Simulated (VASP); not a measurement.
Wanted: the native input for a VASP 6.6.1 run.

* Task: electric field gradients
* Functional: PBEsol
* Potentials or basis: VASP PAW PBE potentials, release 64 (Al, N)
* Cutoff: 520 eV
* k mesh: 11 × 11 × 6
* Occupations: fermi-dirac, width 0.02 eV
* Spin: no spin polarisation
* Dipole correction: no
* Further INCAR settings: ALGO = Normal; EDIFF = 1e-08; NBANDS = 16

The structure of AlN lies in POSCAR:

```
AlN
1.0
    3.2043322162      0.0000000000      0.0000000000
   -1.6021661081      2.7750331013      0.0000000000
    0.0000000000      0.0000000000      4.9780000000
Al N
2 2
Direct
    0.3333333333      0.6666666667      0.0000000000
    0.6666666667      0.3333333333      0.5000000000
    0.3333333333      0.6666666667      0.3850000000
    0.6666666667      0.3333333333      0.8850000000
```

This cell differs from its parent crystal: equal xx and yy strain of +3 %.

One way to write it, as run:

INCAR

```
SYSTEM = AlN
ALGO = Normal
EDIFF = 1E-8
ENCUT = 520
GGA = PS
ISIF = 2
ISMEAR = -1
LASPH = .True.
LCHARG = .False.
LEFG = .True.
LREAL = .False.
LWAVE = .False.
NBANDS = 16
NELM = 80
PREC = Accurate
SIGMA = 0.02
```

KPOINTS

```
k-points
0
Gamma
  11 11 6
  0 0 0
```

Potentials or basis: VASP PAW PBE potentials, release 64 (Al, N).

Launch:

```bash
$ cat potpaw_PBE.64/Al/POTCAR potpaw_PBE.64/N/POTCAR > POTCAR
$ mpirun -np 1 vasp_std > vasp.out
```

It gave:

```yaml
Pressure: -10.4 GPa
Largest_force: 0.100 eV/Å
Band_gap_on_the_k_mesh: 3.51 eV, direct
```

Caveat: the cell differs from its parent crystal (equal xx and yy strain of +3 %); without QUAD_EFG the Cq values of the log hold for a quadrupole moment of 1 mb, not for the nuclei; the PAW data sets were made with another functional, which shifts forces and pressure a little.

It took 24 s on 1 thread of AMD EPYC 9R45 96-Core Processor (Zen 5), with other jobs on the host, peak memory 0.14 GiB.
